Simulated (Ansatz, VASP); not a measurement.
# Two plane-wave programs on BaTiO3

```
CELL_PARAMETERS angstrom
2.84024 1.63981 2.33157
-2.84024 1.63981 2.33157
0.00000 -3.27962 2.33157
ATOMIC_POSITIONS crystal
Ba 0.99682 0.99682 0.99682
Ti 0.48338 0.48338 0.48338
O 0.50982 0.50982 0.01936
O 0.01936 0.50982 0.50982
O 0.50982 0.01936 0.50982
```

Alike in both runs: functional r2SCAN; k mesh 6 × 6 × 6; occupations fermi-dirac, width 0.02 eV; no spin polarisation.

Ansatz relaxed the structure, and its values are those at the end. VASP's run is a single point on that final structure, the one shown.

|  | VASP | Ansatz |
| --- | --- | --- |
| version | VASP 6.6.1 | Ansatz 0.2.0 |
| potentials or method | VASP PAW PBE potentials, release 64 (Ba_sv, Ti_sv, O_h), cutoff 910 eV | PAW plane waves |
| valence electrons in the cell | 40 | 40 |

|  | VASP | Ansatz | Ansatz less VASP |
| --- | --- | --- | --- |
| gap on the k mesh at the Fermi level (eV) | 2.85 | 2.87 | +0.015 |
| rms of the force components (eV/Å) | 0.047 | 0.000 | -0.0464 |

VASP's potentials were made for PBE, not for r2SCAN. The functional is the same, so the differences come from potentials, cutoffs and numerics.

Neither program's run includes spin-orbit coupling. Noted on VASP's run: the cutoff is short for stress, so the pressure is rough.
